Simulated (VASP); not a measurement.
# Br (Pm-3m) in VASP: notebook, part 2 of 2

VASP 6.6.1. Earlier steps stand in the parts before.

**4. Single point, PBE**

This run uses another cell than the first one, of 29.33 Å³/atom.

INCAR

```
SYSTEM = Br
PREC     = Accurate       ! precision mode
ENCUT    = 520            ! plane-wave cutoff, eV
EDIFF    = 1E-7           ! SCF threshold, eV
ISMEAR   = -1             ! smearing method
SIGMA    = 0.05           ! smearing width, eV
LREAL    = .False.        ! projectors in reciprocal space
LASPH    = .True.         ! aspherical terms in the spheres
NELM     = 100            ! most SCF steps
ALGO     = Normal         ! electronic algorithm
ISIF     = 2              ! what is computed and relaxed
LWAVE    = .False.        ! write WAVECAR
LCHARG   = .False.        ! write CHGCAR
GGA      = PE             ! functional
NBANDS   = 10             ! bands
```

KPOINTS

```
Automatic mesh
0
Gamma
  13 13 13
  0 0 0
```

POSCAR

```
Br
1.0
    3.0840132371      0.0000000000      0.0000000000
    0.0000000000      3.0840132371      0.0000000000
    0.0000000000      0.0000000000      3.0840132371
Br
1
Direct
    0.0000000000      0.0000000000      0.0000000000
```

Potentials or basis: VASP PAW PBE potentials, release 64 (Br).

The run is started by

```sh
$ cat potpaw_PBE.64/Br/POTCAR > POTCAR
$ mpirun -np 1 vasp_std > vasp.out
```

OUTCAR:

```text
SYSTEM = Br
   PREC = Accurate
   ENCUT = 520
   EDIFF = 1E-7
   ISMEAR = -1
   LREAL = .False.
   LASPH = .True.
   NELM = 100
   ISIF = 2
   GGA = PE

 ion  position               nearest neighbor table
   1  0.000  0.000  0.000-

  LATTYP: Found a simple cubic cell.
 ALAT       =     3.0840132371

  Lattice vectors:

 A1 = (   3.0840132371,   0.0000000000,   0.0000000000)
 A2 = (   0.0000000000,   3.0840132371,   0.0000000000)
 A3 = (   0.0000000000,   0.0000000000,   3.0840132371)

Analysis of symmetry for initial positions (statically):
=====================================================================
 Subroutine PRICEL returns:
 Original cell was already a primitive cell.

 Routine SETGRP: Setting up the symmetry group for a
 simple cubic supercell.

 Subroutine GETGRP returns: Found 48 space group operations
 (whereof 48 operations were pure point group operations)
 out of a pool of 48 trial point group operations.

The static configuration has the point symmetry O_h .

Analysis of symmetry for dynamics (positions and initial velocities):
=====================================================================
 Subroutine PRICEL returns:
 Original cell was already a primitive cell.

 Routine SETGRP: Setting up the symmetry group for a
 simple cubic supercell.

 Subroutine GETGRP returns: Found 48 space group operations
 (whereof 48 operations were pure point group operations)
 out of a pool of 48 trial point group operations.

The dynamic configuration has the point symmetry O_h .

 Subroutine INISYM returns: Found 48 space group operations
 (whereof 48 operations are pure point group operations),
 and found     1 'primitive' translations

----------------------------------------------------------------------------------------

                                     Primitive cell

  volume of cell :      29.3325

  direct lattice vectors                    reciprocal lattice vectors
     3.084013237  0.000000000  0.000000000     0.324252824  0.000000000  0.000000000
     0.000000000  3.084013237  0.000000000     0.000000000  0.324252824  0.000000000
     0.000000000  0.000000000  3.084013237     0.000000000  0.000000000  0.324252824

  length of vectors
     3.084013237  3.084013237  3.084013237     0.324252824  0.324252824  0.324252824

  position of ions in fractional coordinates (direct lattice)
     0.000000000  0.000000000  0.000000000

  ion indices of the primitive-cell ions
   primitive index   ion index
                 1           1

----------------------------------------------------------------------------------------

 KPOINTS: Automatic mesh

Automatic generation of k-mesh.
 Grid dimensions read from file:
 generate k-points for:   13   13   13

 Generating k-lattice:

  Cartesian coordinates                     Fractional coordinates (reciprocal lattice)
     0.024942525  0.000000000  0.000000000     0.076923077  0.000000000  0.000000000
     0.000000000  0.024942525  0.000000000     0.000000000  0.076923077  0.000000000
     0.000000000  0.000000000  0.024942525     0.000000000  0.000000000  0.076923077

  Length of vectors
     0.024942525  0.024942525  0.024942525

  Shift w.r.t. Gamma in fractional coordinates (k-lattice)
     0.000000000  0.000000000  0.000000000

 Subroutine IBZKPT returns following result:
 ===========================================

 Found     84 irreducible k-points:

 Following reciprocal coordinates:
            Coordinates               Weight
  0.000000  0.000000  0.000000      1.000000
  0.076923  0.000000  0.000000      6.000000
  0.153846  0.000000  0.000000      6.000000
  0.230769  0.000000  0.000000      6.000000
  0.307692  0.000000  0.000000      6.000000
  0.384615  0.000000  0.000000      6.000000
[... 16 lines left out ...]
  0.307692  0.307692  0.000000     12.000000
  0.384615  0.307692  0.000000     24.000000
 [... further k-points ...]
   k-points           NKPTS =     84   k-points in BZ     NKDIM =     84   number of bands    NBANDS=     10
   number of dos      NEDOS =    301   number of ions     NIONS =      1
   total plane-waves  NPLWV =  13824
   dimension x,y,z NGX =    24 NGY =   24 NGZ =   24
   dimension x,y,z NGXF=    48 NGYF=   48 NGZF=   48
   ions per type =               1
   NGX,Y,Z   is equivalent  to a cutoff of  12.94, 12.94, 12.94 a.u.
   NGXF,Y,Z  is equivalent  to a cutoff of  25.87, 25.87, 25.87 a.u.
 SYSTEM =  Br
   PREC   = accura    normal or accurate (medium, high low for compatibility)
   ISTART =      0    job   : 0-new  1-cont  2-samecut
   ICHARG =      2    charge: 1-file 2-atom 10-const
   ISPIN  =      1    spin polarized calculation?
   LNONCOLLINEAR =      F non collinear calculations
   LSORBIT =      F    spin-orbit coupling
   LASPH  =      T    aspherical Exc in radial PAW
   ENCUT  =  520.0 eV  38.22 Ry    6.18 a.u.   5.73  5.73  5.73*2*pi/ulx,y,z
   NELM   =    100;   NELMIN=  2; NELMDL= -5     # of ELM steps
   EDIFF  = 0.1E-06   stopping-criterion for ELM
   LREAL  =      F    real-space projection
   EDIFFG = 0.1E-05   stopping-criterion for IOM
   NSW    =      0    number of steps for IOM
   IBRION =     -1    ionic relax: 0-MD 1-quasi-New 2-CG
   NFREE  =      0    steps in history (QN), initial steepest desc. (CG)
   ISIF   =      2    stress and relaxation
   ISYM   =      2    0-nonsym 1-usesym 2-fastsym
   POTIM  = 0.5000    time-step for ionic-motion
   TEBEG  =    0.0;   TEEND  =   0.0 temperature during run
   PSTRESS=    0.0 pullay stress
   NELECT =       7.0000    total number of electrons
   NUPDOWN=      -1.0000    fix difference up-down
   EMIN   =  10.00;   EMAX   =-10.00  energy-range for DOS
   EFERMI =   0.00;   METHOD = LEGACY
   ISMEAR =    -1;   SIGMA  =   0.05  broadening in eV -4-tet -1-fermi 0-gaus
   EFERMI_NEDOS =   21; number of points for ismear=-14 and -15
   IALGO  =     38    algorithm
   IMIX   =      4    mixing-type and parameters
     AMIX     =   0.40;   BMIX     =  1.00
     AMIX_MAG =   1.60;   BMIX_MAG =  1.00
  volume/ion in A,a.u.               =      29.33       197.95
  Fermi-wavevector in a.u.,A,eV,Ry     =   1.015449  1.918920 14.029455  1.031136
  Thomas-Fermi vector in A             =   2.148735
   LORBIT       =      0    0 simple, 1 ext, 2 COOP (PROOUT), +10 PAW based schemes
   GGA     = PE    functional components
   LHFCALC =     F    Hartree Fock is set to
   AEXX    =    0.0000 exact exchange contribution
   IVDW    =     0    specifies the selected vdW correction
   LEPSILON=     F    determine dielectric tensor
   LRPA    =     F    only Hartree local field effects (RPA)
 non-spin polarized calculation
  energy-cutoff  :      520.00
  volume of cell :       29.33
 maximum number of plane-waves:       804
 NGX is ok and might be reduce to    24
   NGX = 11   NGY = 11   NGZ = 11

 number of electron       7.0000002 magnetization

 Free energy of the ion-electron system (eV)
  ---------------------------------------------------
  ext. energy  EPLUGINS =         0.00000000
  ---------------------------------------------------
  free energy    TOTEN  =        -1.21107088 eV

  energy without entropy =       -1.20031151  energy(sigma->0) =       -1.20569119

 E-fermi :   1.2282     XC(G=0):  -8.6305

 val. band max:        1.2242301384   @ k =   0.2308   0.2308   0.0769
 cond. band min:       1.2449874295   @ k =   0.1538   0.0769   0.0000
 fundamental gap:      0.0207572911
 Fermi energy:         1.2282399097

 k-point     1 :       0.0000    0.0000    0.0000
  band No.  band energies     occupation
      1     -14.4733      2.00000
      2       1.0836      1.89495
      3       1.0836      1.89495
      4       1.0836      1.89495
      5       7.6997      0.00000
      6      10.1070      0.00000
      7      10.1070      0.00000
      8      20.9742      0.00000
      9      20.9742      0.00000
     10      20.9742      0.00000
[... 287 lines left out ...]
 k-point    24 :       0.3846    0.3077    0.0000
  band No.  band energies     occupation
      1     -13.1337      2.00000
      2      -2.6514      2.00000
      3      -1.6782      2.00000
      4       2.0286      0.00000
      5       8.4417      0.00000
      6      11.9905      0.00000
      7      16.0754      0.00000
      8      16.5268      0.00000
      9      16.6737      0.00000
     10      17.3001      0.00000

 [... further k-points ...]

------------------------ aborting loop because EDIFF is reached ----------------------------------------

  FORCE on cell =-STRESS in cart. coord.  units (eV):
  Direction    XX          YY          ZZ          XY          YZ          ZX
  --------------------------------------------------------------------------------------
  -------------------------------------------------------------------------------------
  Total        0.0886816      0.0886816      0.0886816     -0.0000000     -0.0000000     -0.0000000
  in kB        4.8439040      4.8439040      4.8439040     -0.0000000     -0.0000000     -0.0000000
  external PRESSURE =       4.8439040 kB  Pullay stress =       0.0000000 kB

 VOLUME and BASIS-vectors are now :
 -----------------------------------------------------------------------------
  energy-cutoff  :      520.00
  volume of cell :       29.33
      direct lattice vectors                 reciprocal lattice vectors
     3.084013237  0.000000000  0.000000000     0.324252824  0.000000000  0.000000000
     0.000000000  3.084013237  0.000000000     0.000000000  0.324252824  0.000000000
     0.000000000  0.000000000  3.084013237     0.000000000  0.000000000  0.324252824

 POSITION                                       TOTAL-FORCE (eV/Angst)
 -----------------------------------------------------------------------------------
      0.00000      0.00000      0.00000         0.000000      0.000000      0.000000
 -----------------------------------------------------------------------------------
    total drift:                                0.000000      0.000000      0.000000

  FREE ENERGIE OF THE ION-ELECTRON SYSTEM (eV)
  ---------------------------------------------------
  free  energy   TOTEN  =        -1.2110708759 eV

  energy  without entropy=       -1.2003115090  energy(sigma->0) =       -1.20569119
```

Run time: 8.6 s. Hardware: 1 thread of Intel Xeon Platinum 8375C at 2.90GHz (Ice Lake), shared host; peak memory 0.15 GiB.

Results:

| Item | Value |
| --- | --- |
| Free energy | -1.2111 eV |
| Pressure | 0.5 GPa |
| Band gap on the k mesh | zero (an odd number of electrons rules out a gap without spin polarisation) |

Caveat: an odd number of electrons without spin polarisation forces a metal; a magnetic or distorted state may lie lower.

**5. Single point, PBE**

This run uses another cell than the first one, of 29.78 Å³/atom.

INCAR

```
PREC = Accurate
ENCUT = 520
EDIFF = 1E-7
ISMEAR = -1
SIGMA = 0.05
LREAL = F
LASPH = T
NELM = 60
ALGO = Normal
ISIF = 2
LWAVE = F
LCHARG = F
GGA = PE
NBANDS = 10
```

KPOINTS

```
Automatic mesh
0
Gamma
  13 13 13
```

POSCAR

```
Br
1.0
    3.0995893258      0.0000000000      0.0000000000
    0.0000000000      3.0995893258      0.0000000000
    0.0000000000      0.0000000000      3.0995893258
Br
1
Direct
    0.0000000000      0.0000000000      0.0000000000
```

The run is started by

```sh
$ cat potpaw_PBE.64/Br/POTCAR > POTCAR
$ mpirun -np 1 vasp_std > vasp.out
```

Wall time 7.9 s (1 thread of Intel Xeon Platinum 8375C at 2.90GHz (Ice Lake), shared host); peak memory 0.15 GiB.

It converged, with:

| Property | Result |
| --- | --- |
| Free energy | -1.2118 eV |
| Pressure | 0.0 GPa |
| Band gap on the k mesh | zero (an odd number of electrons rules out a gap without spin polarisation) |

Levels at points of the mesh, in eV from the Fermi level:
```
           k point  band 2  band 3  band 4  band 5  band 6  band 7
(0.00, 0.00, 0.00)   -0.14   -0.14   -0.14    6.45    8.92    8.92
```

Caveat: an odd number of electrons without spin polarisation forces a metal; a magnetic or distorted state may lie lower.

**6. Single point, PBE**

This run uses another cell than the first one, of 30.23 Å³/atom.

INCAR

```
SYSTEM = Br
ALGO     = Normal         ! electronic algorithm
EDIFF    = 1E-6           ! SCF threshold, eV
ENCUT    = 520            ! plane-wave cutoff, eV
GGA      = PE             ! functional
ISIF     = 2              ! what is computed and relaxed
ISMEAR   = -1             ! smearing method
LASPH    = .True.         ! aspherical terms in the spheres
LCHARG   = .False.        ! write CHGCAR
LREAL    = .False.        ! projectors in reciprocal space
LWAVE    = .False.        ! write WAVECAR
NBANDS   = 10             ! bands
NELM     = 100            ! most SCF steps
PREC     = Accurate       ! precision mode
SIGMA    = 0.05           ! smearing width, eV
```

KPOINTS

```
k-points
0
Gamma
  13 13 13
  0 0 0
```

POSCAR

```
Br
1.0
    3.1150104220      0.0000000000      0.0000000000
    0.0000000000      3.1150104220      0.0000000000
    0.0000000000      0.0000000000      3.1150104220
Br
1
Direct
    0.0000000000      0.0000000000      0.0000000000
```

Potentials or basis: VASP PAW PBE potentials, release 64 (Br).

The run is started by

```sh
$ cat potpaw_PBE.64/Br/POTCAR > POTCAR
$ mpirun -np 1 vasp_std > vasp.out
```

Run time: 8.4 s. Hardware: 1 thread of Intel Xeon Platinum 8375C at 2.90GHz (Ice Lake), shared host; peak memory 0.15 GiB.

It converged, with:

```yaml
Free_energy: -1.2113 eV
Pressure: -0.4 GPa
Band_gap_on_the_k_mesh: zero (an odd number of electrons rules out a gap without spin polarisation)
```

Levels at points of the mesh, in eV from the Fermi level:
```
           k point  band 1  band 2  band 3  band 4  band 5  band 6  band 7  band 8  band 9
(0.00, 0.00, 0.00)  -15.51   -0.14   -0.14   -0.14    6.42    8.96    8.96   19.56   19.56
```

Caveat: an odd number of electrons without spin polarisation forces a metal; a magnetic or distorted state may lie lower.

**7. The runs side by side**

```tsv
task	cell	cutoff (eV)	gap on the mesh (eV)	pressure (GPa)
relaxation of cell and atoms	relaxed from a = 3.060 Å, 1 atom	600	none	0.1
relaxation of cell and atoms	relaxed from a = 3.100 Å, 1 atom	600	none	0.0
single point	a = 3.084 Å, 1 atom	520	none	0.5
single point	a = 3.100 Å, 1 atom	520	none	0.0
single point	a = 3.115 Å, 1 atom	520	none	-0.4
```

Alike in all rows: level PBE; potentials or basis VASP PAW PBE potentials, release 64 (Br); no spin polarisation; k mesh 13 × 13 × 13; smearing fermi-dirac 0.05 eV.

Caveats: an odd number of electrons without spin polarisation forces a metal; a magnetic or distorted state may lie lower; the relaxation stopped at its first step, so nothing moved (at least some runs).

Absolute energies hang on the potentials; compare differences alone.
